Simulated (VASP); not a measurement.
Input of a VASP 6.6.1 run:

The input INCAR:

```
SYSTEM = GeCl5
PREC     = Accurate       ! precision mode
ENCUT    = 520            ! plane-wave cutoff, eV
EDIFF    = 1E-7           ! SCF threshold, eV
ISMEAR   = 0              ! smearing method
SIGMA    = 0.1            ! smearing width, eV
LREAL    = .FALSE.        ! projectors in reciprocal space
LASPH    = .TRUE.         ! aspherical terms in the spheres
NELM     = 100            ! most SCF steps
ALGO     = Normal         ! electronic algorithm
ISIF     = 2              ! what is computed and relaxed
LWAVE    = .FALSE.        ! write WAVECAR
LCHARG   = .FALSE.        ! write CHGCAR
GGA      = PE             ! functional
NBANDS   = 34             ! bands
```

The input KPOINTS:

```
regular mesh
0
G
  8 8 8
  0 0 0
```

POSCAR

```
GeCl5
1.0
    0.0000000000      4.0562447911      4.0562447911
    4.0562447911      0.0000000000      4.0562447911
    4.0562447911      4.0562447911      0.0000000000
Ge Cl
1 5
Direct
    0.0000000000      0.0000000000      0.0000000000
    0.3750011120      0.3750011120      0.8749966639
    0.3750011120      0.8749966639      0.3750011120
    0.8749966639      0.3750011120      0.3750011120
    0.3750011120      0.3750011120      0.3750011120
    0.7500000000      0.7500000000      0.7500000000
```

Potentials or basis: VASP PAW PBE potentials, release 64 (Ge_d, Cl).

Run with:

```console
$ cat potpaw_PBE.64/Ge_d/POTCAR potpaw_PBE.64/Cl/POTCAR > POTCAR
$ mpirun -np 1 vasp_std > vasp.out
```

Task: Predict the pressure.

Result: -0.1 GPa.

Task: What does it give for the band gap on the k mesh?

Result: Zero (an odd number of electrons rules out a gap without spin polarisation).

Caveat: an odd number of electrons without spin polarisation forces a metal; a magnetic or distorted state may lie lower.
